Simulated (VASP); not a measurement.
# BN: single point with r2SCAN

Crystal: BN.

```
B N
1.0
     0.00000    1.81300    1.81300
     1.81300    0.00000    1.81300
     1.81300    1.81300    0.00000
B N
1 1
Cartesian
  0.0000 0.0000 0.0000
  2.7484 2.6906 2.6906
```

This cell differs from its parent crystal: all N atoms moved +0.050 Å, as atom 2 towards its neighbour atom 1 (B) at 1.570 Å.

| Item | Value |
| --- | --- |
| Program | VASP 6.6.1 |
| Task | single point |
| Functional | r2SCAN |
| Potentials or basis | VASP PAW PBE potentials, release 64 (B, N) |
| Cutoff | 520 eV |
| k mesh | 12 × 12 × 12 |
| Occupations | gaussian, width 0.05 eV |
| Spin | no spin polarisation |
| Dipole correction | no |
| Further INCAR settings | ALGO = Normal; EDIFF = 1e-07; NBANDS = 11 |

* Pressure: -3.3 GPa
* Largest force: 1.321 eV/Å
* Band gap on the k mesh: 4.68 eV (least direct gap 9.02 eV)

Forces on the atoms (eV/Å):
```
B    0.762 -0.762 -0.762
N   -0.762  0.762  0.762
```

Stress tensor (GPa, compression positive):
```
-3.33 -0.69 -0.69
-0.69 -3.33  0.69
-0.69  0.69 -3.33
```

Levels at points of the mesh, in eV from the valence-band top:
| k point | band 1 | band 2 | band 3 | band 4 | band 5 | band 6 | band 7 | band 8 |
| --- | --- | --- | --- | --- | --- | --- | --- | --- |
| (0.00, 0.00, 0.00) | -21.45 | -0.82 | 0.00 | 0.00 | 9.02 | 9.02 | 9.65 | 10.67 |
| (0.50, 0.00, 0.00) | -17.22 | -11.41 | -2.16 | -2.16 | 10.42 | 11.34 | 11.34 | 16.31 |
| (0.00, 0.50, 0.00) | -17.20 | -11.21 | -2.67 | -1.92 | 10.28 | 10.43 | 11.88 | 15.93 |
| (0.50, 0.50, 0.00) | -15.80 | -9.53 | -5.43 | -5.19 | 4.68 | 9.46 | 18.62 | 19.19 |

Run time: 45 s on 1 thread of Intel(R) Xeon(R) 6975P-C (Granite Rapids), with other jobs on the host, peak memory 0.13 GiB.

Caveat: the cell differs from its parent crystal (all N atoms moved +0.050 Å, as atom 2 towards its neighbour atom 1 (B) at 1.570 Å); the cell stands under tension; the PAW data sets were made with another functional, which shifts forces and pressure a little. A k mesh can miss the band edges.
